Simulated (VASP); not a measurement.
# Si (Fd-3m) in VASP: notebook, part 2 of 3

VASP 6.6.1. Earlier steps stand in the parts before.

### 3 Relaxation of cell and atoms, LDA

INCAR reads:

```
SYSTEM = Si
  ALGO = Normal
  EDIFF = 1E-6
  EDIFFG = -0.005
  ENCUT = 600
  GGA = CA
  IBRION = 2
  ISIF = 3
  ISMEAR = -1
  LASPH = .TRUE.
  LCHARG = .FALSE.
  LREAL = .FALSE.
  LWAVE = .FALSE.
  NELM = 60
  NSW = 80
  PREC = Accurate
  SIGMA = 0.02
```

KPOINTS reads:

```
k-points
0
G
  8 8 8
  0 0 0
```

POSCAR reads:

```
Si
1.0
    0.0000000000      2.7348878890      2.7348878890
    2.7348878890      0.0000000000      2.7348878890
    2.7348878890      2.7348878890      0.0000000000
Si
2
Direct
    0.7500000000      0.7500000000      0.7500000000
    0.5000000000      0.5000000000      0.5000000000
```

Potentials or basis: VASP PAW LDA potentials, release 64 (Si).

Launch:

```sh
$ cat potpaw_LDA.64/Si/POTCAR > POTCAR
$ mpirun -np 1 vasp_std > vasp.out
```

OUTCAR:

```text
SYSTEM = Si
   EDIFF = 1E-6
   EDIFFG = -0.005
   ENCUT = 600
   GGA = CA
   IBRION = 2
   ISIF = 3
   ISMEAR = -1
   LASPH = .TRUE.
   LREAL = .FALSE.
   NELM = 60
   NSW = 80
   PREC = Accurate

 ion  position               nearest neighbor table
   1  0.750  0.750  0.750-   2 2.37   2 2.37   2 2.37   2 2.37
   2  0.500  0.500  0.500-   1 2.37   1 2.37   1 2.37   1 2.37

  LATTYP: Found a face centered cubic cell.
 ALAT       =     5.4697757780

  Lattice vectors:

 A1 = (   0.0000000000,   2.7348878890,   2.7348878890)
 A2 = (   2.7348878890,   0.0000000000,   2.7348878890)
 A3 = (   2.7348878890,   2.7348878890,   0.0000000000)

Analysis of symmetry for initial positions (statically):
=====================================================================
 Subroutine PRICEL returns:
 Original cell was already a primitive cell.

 Routine SETGRP: Setting up the symmetry group for a
 face centered cubic supercell.

 Subroutine GETGRP returns: Found 48 space group operations
 (whereof 24 operations were pure point group operations)
 out of a pool of 48 trial point group operations.

The static configuration has the point symmetry T_d .
 The point group associated with its full space group is O_h .

Analysis of symmetry for dynamics (positions and initial velocities):
=====================================================================
 Subroutine PRICEL returns:
 Original cell was already a primitive cell.

 Routine SETGRP: Setting up the symmetry group for a
 face centered cubic supercell.

 Subroutine GETGRP returns: Found 48 space group operations
 (whereof 24 operations were pure point group operations)
 out of a pool of 48 trial point group operations.

The dynamic configuration has the point symmetry T_d .
 The point group associated with its full space group is O_h .

 Subroutine INISYM returns: Found 48 space group operations
 (whereof 24 operations are pure point group operations),
 and found     1 'primitive' translations

----------------------------------------------------------------------------------------

                                     Primitive cell

  volume of cell :      40.9118

  direct lattice vectors                    reciprocal lattice vectors
     0.000000000  2.734887889  2.734887889    -0.182822851  0.182822851  0.182822851
     2.734887889  0.000000000  2.734887889     0.182822851 -0.182822851  0.182822851
     2.734887889  2.734887889  0.000000000     0.182822851  0.182822851 -0.182822851

  length of vectors
     3.867715544  3.867715544  3.867715544     0.316658466  0.316658466  0.316658466

  position of ions in fractional coordinates (direct lattice)
     0.750000000  0.750000000  0.750000000
     0.500000000  0.500000000  0.500000000

  ion indices of the primitive-cell ions
   primitive index   ion index
                 1           1
                 2           2

----------------------------------------------------------------------------------------

 KPOINTS: k-points

Automatic generation of k-mesh.
 Grid dimensions read from file:
 generate k-points for:    8    8    8

 Generating k-lattice:

  Cartesian coordinates                     Fractional coordinates (reciprocal lattice)
[... 46 lines left out ...]
   dimension x,y,z NGXF=    64 NGYF=   64 NGZF=   64
   ions per type =               2
   NGX,Y,Z   is equivalent  to a cutoff of  13.75, 13.75, 13.75 a.u.
   NGXF,Y,Z  is equivalent  to a cutoff of  27.51, 27.51, 27.51 a.u.
 SYSTEM =  Si
   PREC   = accura    normal or accurate (medium, high low for compatibility)
   ISTART =      0    job   : 0-new  1-cont  2-samecut
   ICHARG =      2    charge: 1-file 2-atom 10-const
   ISPIN  =      1    spin polarized calculation?
   LNONCOLLINEAR =      F non collinear calculations
   LSORBIT =      F    spin-orbit coupling
   LASPH  =      T    aspherical Exc in radial PAW
   ENCUT  =  600.0 eV  44.10 Ry    6.64 a.u.   7.72  7.72  7.72*2*pi/ulx,y,z
   NELM   =     60;   NELMIN=  2; NELMDL= -5     # of ELM steps
   EDIFF  = 0.1E-05   stopping-criterion for ELM
   LREAL  =      F    real-space projection
   EDIFFG = -.5E-02   stopping-criterion for IOM
   NSW    =     80    number of steps for IOM
   IBRION =      2    ionic relax: 0-MD 1-quasi-New 2-CG
   NFREE  =      1    steps in history (QN), initial steepest desc. (CG)
   ISIF   =      3    stress and relaxation
   ISYM   =      2    0-nonsym 1-usesym 2-fastsym
   POTIM  = 0.5000    time-step for ionic-motion
   TEBEG  =    0.0;   TEEND  =   0.0 temperature during run
   PSTRESS=    0.0 pullay stress
   NELECT =       8.0000    total number of electrons
   NUPDOWN=      -1.0000    fix difference up-down
   EMIN   =  10.00;   EMAX   =-10.00  energy-range for DOS
   EFERMI =   0.00;   METHOD = LEGACY
   ISMEAR =    -1;   SIGMA  =   0.02  broadening in eV -4-tet -1-fermi 0-gaus
   EFERMI_NEDOS =   21; number of points for ismear=-14 and -15
   IALGO  =     38    algorithm
   IMIX   =      4    mixing-type and parameters
     AMIX     =   0.40;   BMIX     =  1.00
     AMIX_MAG =   1.60;   BMIX_MAG =  1.00
  volume/ion in A,a.u.               =      20.46       138.04
  Fermi-wavevector in a.u.,A,eV,Ry     =   0.950215  1.795646 12.284821  0.902909
  Thomas-Fermi vector in A             =   2.078571
   LORBIT       =      0    0 simple, 1 ext, 2 COOP (PROOUT), +10 PAW based schemes
   GGA     = CA    functional components
   LHFCALC =     F    Hartree Fock is set to
   AEXX    =    0.0000 exact exchange contribution
   IVDW    =     0    specifies the selected vdW correction
   LEPSILON=     F    determine dielectric tensor
   LRPA    =     F    only Hartree local field effects (RPA)
 conjugate gradient relaxation of ions
 non-spin polarized calculation
  energy-cutoff  :      600.00
  volume of cell :       40.91
 maximum number of plane-waves:      1384
   NGX = 15   NGY = 15   NGZ = 15

--------------------------------------- Ionic step        1  -------------------------------------------

 number of electron       8.0000000 magnetization

 Free energy of the ion-electron system (eV)
  ---------------------------------------------------
  ext. energy  EPLUGINS =         0.00000000
  ---------------------------------------------------
  free energy    TOTEN  =       -11.90016415 eV

  energy without entropy =      -11.90016414  energy(sigma->0) =      -11.90016415

------------------------ aborting loop because EDIFF is reached ----------------------------------------

  FORCE on cell =-STRESS in cart. coord.  units (eV):
  Direction    XX          YY          ZZ          XY          YZ          ZX
  --------------------------------------------------------------------------------------
  -------------------------------------------------------------------------------------
  Total       -0.8401135     -0.8401135     -0.8401135      0.0000000     -0.0000000     -0.0000000
  in kB      -32.9003083    -32.9003083    -32.9003083      0.0000000     -0.0000000     -0.0000000
  external PRESSURE =     -32.9003083 kB  Pullay stress =       0.0000000 kB
[... 59 lines left out ...]
--------------------------------------- Ionic step        3  -------------------------------------------

 number of electron       7.9999999 magnetization

 Free energy of the ion-electron system (eV)
  ---------------------------------------------------
  ext. energy  EPLUGINS =         0.00000000
  ---------------------------------------------------
  free energy    TOTEN  =       -11.91583345 eV

  energy without entropy =      -11.91583341  energy(sigma->0) =      -11.91583343

 E-fermi :   6.1656     XC(G=0):  -9.6624

 val. band max:        5.9273674425   @ k =   0.0000   0.0000   0.0000
 cond. band min:       6.4179501174   @ k =   0.3750   0.3750   0.0000
 fundamental gap:      0.4905826748
 Fermi energy:         6.1655764754

 k-point     1 :       0.0000    0.0000    0.0000
  band No.  band energies     occupation
      1      -6.1346      2.00000
      2       5.9274      1.99999
      3       5.9274      1.99999
      4       5.9274      1.99999
      5       8.4572      0.00000
      6       8.4572      0.00000
      7       8.4572      0.00000
      8       9.3112      0.00000
[... 243 lines left out ...]
 k-point    24 :      -0.3750    0.2500    0.1250
  band No.  band energies     occupation
      1      -3.2132      2.00000
      2      -0.9269      2.00000
      3       2.4138      2.00000
      4       3.7272      2.00000
      5       8.9460      0.00000
      6       8.9675      0.00000
      7      11.8175      0.00000
      8      12.9939      0.00000

 [... further k-points ...]

------------------------ aborting loop because EDIFF is reached ----------------------------------------

  FORCE on cell =-STRESS in cart. coord.  units (eV):
  Direction    XX          YY          ZZ          XY          YZ          ZX
  --------------------------------------------------------------------------------------
  -------------------------------------------------------------------------------------
  Total       -0.0015517     -0.0015517     -0.0015517      0.0000000     -0.0000000      0.0000000
  in kB       -0.0630374     -0.0630374     -0.0630374      0.0000000     -0.0000000      0.0000000
  external PRESSURE =      -0.0630374 kB  Pullay stress =       0.0000000 kB
[... 17 lines left out ...]
  FREE ENERGIE OF THE ION-ELECTRON SYSTEM (eV)
  ---------------------------------------------------
  free  energy   TOTEN  =       -11.9158334523 eV

  energy  without entropy=      -11.9158334104  energy(sigma->0) =      -11.91583343

 reached required accuracy - stopping structural energy minimisation
```

OSZICAR:

```text
N       E                     dE             d eps       ncg     rms          rms(c)
DAV:   1     0.920697298957E+01    0.92070E+01   -0.37672E+03   464   0.908E+02
DAV:   2    -0.117420591020E+02   -0.20949E+02   -0.20305E+02   704   0.890E+01
DAV:   3    -0.121457483654E+02   -0.40369E+00   -0.40369E+00   608   0.144E+01
[... 19 lines left out ...]
DAV:   2    -0.119171114147E+02    0.27128E-02   -0.27435E-03   576   0.361E-01    0.216E-01
DAV:   3    -0.119158439191E+02    0.12675E-02   -0.30858E-03   536   0.279E-01    0.530E-02
DAV:   4    -0.119158403662E+02    0.35529E-05   -0.30457E-05   584   0.498E-02    0.453E-02
DAV:   5    -0.119158334577E+02    0.69086E-05   -0.17418E-06   480   0.105E-02    0.310E-03
DAV:   6    -0.119158334523E+02    0.53434E-08   -0.53938E-08   240   0.220E-03
   3 F= -.11915833E+02 E0= -.11915833E+02  d E =-.156693E-01
```

CONTCAR:

```text
Si
   1.00000000000000
     0.0000000000000000    2.7016301004823990    2.7016301004823990
     2.7016301004823990   -0.0000000000000000    2.7016301004823990
     2.7016301004823990    2.7016301004823990   -0.0000000000000000
  Si
     2
Direct
     0.7500000000000000    0.7500000000000000    0.7500000000000000
     0.5000000000000000    0.5000000000000000    0.5000000000000000

  0.00000000E+00  0.00000000E+00  0.00000000E+00
  0.00000000E+00  0.00000000E+00  0.00000000E+00
```

Wall time 6.7 s (1 thread of Intel Xeon 6975P-C (Granite Rapids), shared host); peak memory 0.15 GiB.

Results:

```
Free energy                           : -11.9158 eV
Relaxed volume                        : 19.72 Å³/atom
Relaxed cell                          : a = 3.821 Å, b = 3.821 Å, c = 3.821 Å, α = 60.00°, β = 60.00°, γ = 60.00°
Space group after relaxing (to 0.1 Å) : Fd-3m (No. 227)
Energy gained by relaxing             : 7.8 meV/atom
Ionic steps                           : 3
Pressure after relaxing               : 0.0 GPa
Band gap on the k mesh                : 0.49 eV (least direct gap 2.53 eV)
```

The path:
| step | energy change (eV) | largest force (eV/Å) | pressure (GPa) | volume (Å³) |
| --- | --- | --- | --- | --- |
| 1 | 0.0000 | 0.0000 | -3.29 | 40.91 |
| 2 | -0.0083 | 0.0000 | 2.51 | 38.47 |
| 3 | -0.0157 | 0.0000 | -0.01 | 39.44 |

Final structure:
```cif
data_structure
_symmetry_space_group_name_H-M 'P 1'
_symmetry_Int_Tables_number 1
_cell_length_a 3.8207
_cell_length_b 3.8207
_cell_length_c 3.8207
_cell_angle_alpha 60.000
_cell_angle_beta 60.000
_cell_angle_gamma 60.000
_cell_volume 39.44
loop_
_atom_site_label
_atom_site_type_symbol
_atom_site_fract_x
_atom_site_fract_y
_atom_site_fract_z
_atom_site_occupancy
Si1 Si 0.75000 0.75000 0.75000 1
Si2 Si 0.50000 0.50000 0.50000 1
```

Levels at points of the mesh, in eV from the valence-band top:
```csv
k point,band 2,band 3,band 4,band 5,band 6,band 7
"(0.00, 0.00, 0.00)",0.00,0.00,0.00,2.53,2.53,2.53
"(0.50, 0.00, 0.00)",-7.06,-1.21,-1.21,1.48,3.28,3.28
"(0.50, 0.50, 0.00)",-7.86,-2.89,-2.89,0.57,0.57,10.11
```

A k mesh can miss the band edges. LDA usually gives volumes a few per cent too small.

(Part 2 of 3 ends here.)
